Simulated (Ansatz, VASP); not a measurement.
## Two plane-wave programs on Se

```
Se
1.0
    -1.64795    1.75016    1.64795
     1.64795   -1.75016    1.64795
     1.64795    1.75016   -1.64795
Se
1
Direct
  0.00000 0.00000 0.00000
```

Alike in both runs: task single point; functional PBE; k mesh 16 × 16 × 16; occupations gaussian, width 0.1 eV; no spin polarisation.

```csv
,VASP,Ansatz
version,VASP 6.6.1,Ansatz 0.2.0
potentials or method,"VASP PAW PBE potentials, release 64 (Se), cutoff 520 eV","scalar-relativistic, plane waves, PAW"
valence electrons in the cell,6,16
```

|  | VASP | Ansatz | Ansatz less VASP |
| --- | --- | --- | --- |
| gap on the k mesh at the Fermi level (eV) | none | none | - |
| pressure (GPa) | 5.7 | 5.7 | -0.03 |
| traceless stress, the component that is largest in VASP (GPa) | -2.49 | -2.49 | -0.002 |

A gap of «none» marks a metal or a gap that the smearing closes. The functional is the same, so the differences come from potentials, cutoffs and numerics. VASP's potentials hold 6 valence electrons a cell and Ansatz's 16, so a difference there can come from the potentials and not from the codes.
